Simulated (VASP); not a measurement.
# MgS (P6_3mc) in VASP: further runs

The runs below take MgS through relaxation of cell and atoms, single point, with PBEsol+D4, LDA.

Program: VASP 6.6.1. These are calculated values, not measurements. Logs are shortened: lines on timing, memory, paths and dates and some standing lists are left out, and cuts for length are marked.

## 1. The cell of the first run

The structure is hexagonal, space group P6_3mc (No. 186). The conventional cell has a = 4.035 Å, b = 4.035 Å, c = 6.432 Å, α = 90.00°, β = 90.00°, γ = 120.00°. S (site symmetry 3m) has 4 Mg at 2.45 to 2.47 Å within 3.2 Å. Within 3.2 Å of Mg (site symmetry 3m) lie 4 S at 2.45 to 2.47 Å.

## 2. Relaxation of cell and atoms, PBEsol+D4

Contents of INCAR:

```
SYSTEM = MgS
ALGO = Normal
EDIFF = 1E-7
EDIFFG = -0.01
ENCUT = 600
GGA = PS
IBRION = 2
ISIF = 3
ISMEAR = -1
IVDW = 13
LASPH = .True.
LCHARG = .False.
LREAL = .False.
LWAVE = .False.
NELM = 100
NSW = 60
PREC = Accurate
SIGMA = 0.05
```

Contents of KPOINTS:

```
k-points
0
Gamma
  8 8 4
  0 0 0
```

Contents of POSCAR:

```
MgS
1.0
    4.0346224068      0.0000000000      0.0000000000
   -2.0173112034      3.4940854990      0.0000000000
    0.0000000000      0.0000000000      6.4322941800
S Mg
2 2
Direct
    0.6666666667      0.3333333333      0.8792441500
    0.3333333333      0.6666666667      0.3792441500
    0.3333333333      0.6666666667      0.9957548500
    0.6666666667      0.3333333333      0.4957548500
```

Potentials or basis: VASP PAW PBE potentials, release 64 (S, Mg).

Run with:

```bash
$ cat potpaw_PBE.64/S/POTCAR potpaw_PBE.64/Mg/POTCAR > POTCAR
$ mpirun -np 1 vasp_std > vasp.out
```

OUTCAR:

```text
SYSTEM = MgS
   EDIFF = 1E-7
   EDIFFG = -0.01
   ENCUT = 600
   GGA = PS
   IBRION = 2
   ISIF = 3
   ISMEAR = -1
   IVDW = 13
   LASPH = .True.
   LREAL = .False.
   NELM = 100
   NSW = 60
   PREC = Accurate

 ion  position               nearest neighbor table
   1  0.667  0.333  0.879-   3 2.45   3 2.45   3 2.45   4 2.47
   2  0.333  0.667  0.379-   4 2.45   4 2.45   4 2.45   3 2.47
   3  0.333  0.667  0.996-   1 2.45   1 2.45   1 2.45   2 2.47
   4  0.667  0.333  0.496-   2 2.45   2 2.45   2 2.45   1 2.47

  LATTYP: Found a hexagonal cell.
 ALAT       =     4.0346224068
 C/A-ratio  =     1.5942741430

  Lattice vectors:

 A1 = (   4.0346224068,   0.0000000000,   0.0000000000)
 A2 = (  -2.0173112034,   3.4940854990,   0.0000000000)
 A3 = (   0.0000000000,   0.0000000000,   6.4322941800)

Analysis of symmetry for initial positions (statically):
=====================================================================
 Subroutine PRICEL returns:
 Original cell was already a primitive cell.

 Routine SETGRP: Setting up the symmetry group for a
 hexagonal supercell.

 Subroutine GETGRP returns: Found 12 space group operations
 (whereof  6 operations were pure point group operations)
 out of a pool of 24 trial point group operations.

The static configuration has the point symmetry C_3v.
 The point group associated with its full space group is C_6v.

Analysis of symmetry for dynamics (positions and initial velocities):
=====================================================================
 Subroutine PRICEL returns:
 Original cell was already a primitive cell.

 Routine SETGRP: Setting up the symmetry group for a
 hexagonal supercell.

 Subroutine GETGRP returns: Found 12 space group operations
 (whereof  6 operations were pure point group operations)
 out of a pool of 24 trial point group operations.

The dynamic configuration has the point symmetry C_3v.
 The point group associated with its full space group is C_6v.

 Subroutine INISYM returns: Found 12 space group operations
 (whereof  6 operations are pure point group operations),
 and found     1 'primitive' translations

----------------------------------------------------------------------------------------

                                     Primitive cell

  volume of cell :      90.6781

  direct lattice vectors                    reciprocal lattice vectors
     4.034622407  0.000000000  0.000000000     0.247854669  0.143098960  0.000000000
    -2.017311203  3.494085499  0.000000000     0.000000000  0.286197919  0.000000000
     0.000000000  0.000000000  6.432294180     0.000000000  0.000000000  0.155465526

  length of vectors
     4.034622407  4.034622407  6.432294180     0.286197919  0.286197919  0.155465526

  position of ions in fractional coordinates (direct lattice)
     0.666666667  0.333333333  0.879244150
     0.333333333  0.666666667  0.379244150
     0.333333333  0.666666667  0.995754850
     0.666666667  0.333333333  0.495754850

  ion indices of the primitive-cell ions
   primitive index   ion index
                 1           1
                 2           2
                 3           3
                 4           4

----------------------------------------------------------------------------------------

 KPOINTS: k-points

Automatic generation of k-mesh.
 Grid dimensions read from file:
 generate k-points for:    8    8    4

 Generating k-lattice:

  Cartesian coordinates                     Fractional coordinates (reciprocal lattice)
     0.030981834  0.017887370  0.000000000     0.125000000  0.000000000  0.000000000
     0.000000000  0.035774740  0.000000000     0.000000000  0.125000000  0.000000000
     0.000000000  0.000000000  0.038866382     0.000000000  0.000000000  0.250000000

  Length of vectors
     0.035774740  0.035774740  0.038866382

  Shift w.r.t. Gamma in fractional coordinates (k-lattice)
     0.000000000  0.000000000  0.000000000

 Subroutine IBZKPT returns following result:
 ===========================================

 Found     30 irreducible k-points:

 Following reciprocal coordinates:
            Coordinates               Weight
  0.000000  0.000000  0.000000      1.000000
  0.125000  0.000000  0.000000      6.000000
  0.250000  0.000000  0.000000      6.000000
  0.375000  0.000000  0.000000      6.000000
  0.500000  0.000000  0.000000      3.000000
  0.125000  0.125000  0.000000      6.000000
[... 16 lines left out ...]
  0.250000  0.000000  0.500000      6.000000
  0.375000  0.000000  0.500000      6.000000
 [... further k-points ...]
   k-points           NKPTS =     30   k-points in BZ     NKDIM =     30   number of bands    NBANDS=     12
   number of dos      NEDOS =    301   number of ions     NIONS =      4
   total plane-waves  NPLWV =  55296
   dimension x,y,z NGX =    32 NGY =   32 NGZ =   54
   dimension x,y,z NGXF=    64 NGYF=   64 NGZF=  108
   ions per type =               2   2
   NGX,Y,Z   is equivalent  to a cutoff of  13.19, 13.19, 13.96 a.u.
   NGXF,Y,Z  is equivalent  to a cutoff of  26.37, 26.37, 27.91 a.u.
 SYSTEM =  MgS
   PREC   = accura    normal or accurate (medium, high low for compatibility)
   ISTART =      0    job   : 0-new  1-cont  2-samecut
   ICHARG =      2    charge: 1-file 2-atom 10-const
   ISPIN  =      1    spin polarized calculation?
   LNONCOLLINEAR =      F non collinear calculations
   LSORBIT =      F    spin-orbit coupling
   LASPH  =      T    aspherical Exc in radial PAW
   ENCUT  =  600.0 eV  44.10 Ry    6.64 a.u.   8.06  8.06 12.85*2*pi/ulx,y,z
   NELM   =    100;   NELMIN=  2; NELMDL= -5     # of ELM steps
   EDIFF  = 0.1E-06   stopping-criterion for ELM
   LREAL  =      F    real-space projection
   EDIFFG = -.1E-01   stopping-criterion for IOM
   NSW    =     60    number of steps for IOM
   IBRION =      2    ionic relax: 0-MD 1-quasi-New 2-CG
   NFREE  =      1    steps in history (QN), initial steepest desc. (CG)
   ISIF   =      3    stress and relaxation
   ISYM   =      2    0-nonsym 1-usesym 2-fastsym
   POTIM  = 0.5000    time-step for ionic-motion
   TEBEG  =    0.0;   TEEND  =   0.0 temperature during run
   PSTRESS=    0.0 pullay stress
   NELECT =      16.0000    total number of electrons
   NUPDOWN=      -1.0000    fix difference up-down
   EMIN   =  10.00;   EMAX   =-10.00  energy-range for DOS
   EFERMI =   0.00;   METHOD = LEGACY
   ISMEAR =    -1;   SIGMA  =   0.05  broadening in eV -4-tet -1-fermi 0-gaus
   EFERMI_NEDOS =   21; number of points for ismear=-14 and -15
   IALGO  =     38    algorithm
   IMIX   =      4    mixing-type and parameters
     AMIX     =   0.40;   BMIX     =  1.00
     AMIX_MAG =   1.60;   BMIX_MAG =  1.00
  volume/ion in A,a.u.               =      22.67       152.98
  Fermi-wavevector in a.u.,A,eV,Ry     =   0.918221  1.735187 11.471486  0.843130
  Thomas-Fermi vector in A             =   2.043279
   LORBIT       =      0    0 simple, 1 ext, 2 COOP (PROOUT), +10 PAW based schemes
   GGA     = PS    functional components
   LHFCALC =     F    Hartree Fock is set to
   AEXX    =    0.0000 exact exchange contribution
   IVDW    =    13    specifies the selected vdW correction
   LEPSILON=     F    determine dielectric tensor
   LRPA    =     F    only Hartree local field effects (RPA)
 conjugate gradient relaxation of ions
 non-spin polarized calculation
  energy-cutoff  :      600.00
  volume of cell :       90.68
 maximum number of plane-waves:      3054
   NGX = 17   NGY = 17   NGZ = 25

--------------------------------------- Ionic step        1  -------------------------------------------

 number of electron      15.9999998 magnetization

 Free energy of the ion-electron system (eV)
  ---------------------------------------------------
  ext. energy  EPLUGINS =         0.00000000
  ---------------------------------------------------
  free energy    TOTEN  =       -17.87255457 eV

  energy without entropy =      -17.87255457  energy(sigma->0) =      -17.87255457

------------------------ aborting loop because EDIFF is reached ----------------------------------------

  DFT-D4 for vdW energy calculation

  Edisp (eV):   -0.52971

  FORCE on cell =-STRESS in cart. coord.  units (eV):
  Direction    XX          YY          ZZ          XY          YZ          ZX
  --------------------------------------------------------------------------------------
  -------------------------------------------------------------------------------------
  Total      -0.67538    -0.67538    -0.85439     0.00000     0.00000     0.00000
  in kB     -11.93327   -11.93327   -15.09601     0.00000     0.00000     0.00000
  external pressure =      -12.99 kB  Pullay stress =        0.00 kB
[... 65 lines left out ...]
  energy  without entropy=      -18.4106671109  energy(sigma->0) =      -18.41066711

--------------------------------------- Ionic step        3  -------------------------------------------

 number of electron      15.9999999 magnetization

 Free energy of the ion-electron system (eV)
  ---------------------------------------------------
  ext. energy  EPLUGINS =         0.00000000
  ---------------------------------------------------
  free energy    TOTEN  =       -17.86939374 eV

  energy without entropy =      -17.86939374  energy(sigma->0) =      -17.86939374

 E-fermi :   2.2500     XC(G=0):  -8.6576

 val. band max:        1.2818906596   @ k =   0.0000   0.0000   0.0000
 cond. band min:       4.6645814507   @ k =   0.0000   0.0000   0.0000
 fundamental gap:      3.3826907910
 Fermi energy:         2.2499598479

 k-point     1 :       0.0000    0.0000    0.0000
  band No.  band energies     occupation
      1     -10.2107      2.00000
      2      -9.4265      2.00000
      3      -2.0797      2.00000
      4       0.6802      2.00000
      5       0.6802      2.00000
      6       1.1182      2.00000
      7       1.1182      2.00000
      8       1.2819      2.00000
      9       4.6646      0.00000
     10       5.9048      0.00000
     11       8.7046      0.00000
     12       8.7046      0.00000
[... 331 lines left out ...]
 k-point    24 :       0.3750    0.0000    0.5000
  band No.  band energies     occupation
      1      -9.4457      2.00000
      2      -9.4457      2.00000
      3      -1.7188      2.00000
      4      -1.7188      2.00000
      5       0.3819      2.00000
      6       0.3819      2.00000
      7       0.4193      2.00000
      8       0.4193      2.00000
      9       6.0009      0.00000
     10       6.0009      0.00000
     11       7.7339      0.00000
     12       7.7339      0.00000

 [... further k-points ...]

------------------------ aborting loop because EDIFF is reached ----------------------------------------

  DFT-D4 for vdW energy calculation

  Edisp (eV):   -0.54156

  FORCE on cell =-STRESS in cart. coord.  units (eV):
  Direction    XX          YY          ZZ          XY          YZ          ZX
  --------------------------------------------------------------------------------------
  -------------------------------------------------------------------------------------
  Total       0.01975     0.01975    -0.01812     0.00000     0.00000     0.00000
  in kB       0.35688     0.35688    -0.32745     0.00000     0.00000     0.00000
  external pressure =        0.13 kB  Pullay stress =        0.00 kB
[... 19 lines left out ...]
  FREE ENERGIE OF THE ION-ELECTRON SYSTEM (eV)
  ---------------------------------------------------
  free  energy   TOTEN  =       -18.4109573549 eV

  energy  without entropy=      -18.4109573548  energy(sigma->0) =      -18.41095735

 reached required accuracy - stopping structural energy minimisation
```

Run time: 2 min. Hardware: 1 thread of Intel Xeon 8259CL, shared host; peak memory 0.25 GiB.

Results:

```yaml
Free_energy: -18.4110 eV
Relaxed_volume: 22.16 Å³/atom
Relaxed_cell: a = 4.007 Å, b = 4.007 Å, c = 6.376 Å, α = 90.00°, β = 90.00°, γ = 120.00°
Space_group_after_relaxing_to_0.1_Å: P6_3mc (No. 186)
Energy_gained_by_relaxing: 2.2 meV/atom
Ionic_steps: 3
Pressure_after_relaxing: 0.0 GPa
Largest_force_after_relaxing: 0.008 eV/Å
Band_gap_on_the_k_mesh: 3.38 eV
Dispersion_energy_per_atom: -0.135 eV
```

Forces on the atoms (eV/Å):
```
S    0.000  0.000 -0.008
S    0.000  0.000 -0.008
Mg   0.000  0.000  0.008
Mg   0.000  0.000  0.008
```

The path:
```tsv
step	energy change (eV)	largest force (eV/Å)	pressure (GPa)	volume (Å³)
1	0.0000	0.0449	-1.30	90.68
2	-0.0084	0.0009	0.26	88.29
3	-0.0087	0.0082	0.01	88.65
```

Final structure:
```cif
data_structure
_symmetry_space_group_name_H-M 'P 1'
_symmetry_Int_Tables_number 1
_cell_length_a 4.0067
_cell_length_b 4.0067
_cell_length_c 6.3760
_cell_angle_alpha 90.000
_cell_angle_beta 90.000
_cell_angle_gamma 120.000
_cell_volume 88.65
loop_
_atom_site_label
_atom_site_type_symbol
_atom_site_fract_x
_atom_site_fract_y
_atom_site_fract_z
_atom_site_occupancy
S1 S 0.66667 0.33333 0.87896 1
S2 S 0.33333 0.66667 0.37896 1
Mg1 Mg 0.33333 0.66667 0.99604 1
Mg2 Mg 0.66667 0.33333 0.49604 1
```

Levels at points of the mesh, in eV from the valence-band top:
```
           k point  band 6  band 7  band 8  band 9  band 10  band 11
(0.00, 0.00, 0.00)   -0.16   -0.16    0.00    3.38     4.62     7.42
(0.50, 0.00, 0.00)   -1.30   -0.99   -0.49    4.59     5.07     5.76
(0.00, 0.00, 0.50)   -0.39   -0.39   -0.39    4.87     4.87     7.56
(0.50, 0.00, 0.50)   -0.93   -0.84   -0.84    4.51     4.51     6.23
```

Caveat: the PAW data sets were made with another functional, which shifts forces and pressure a little.

[end of part 1 of 2]
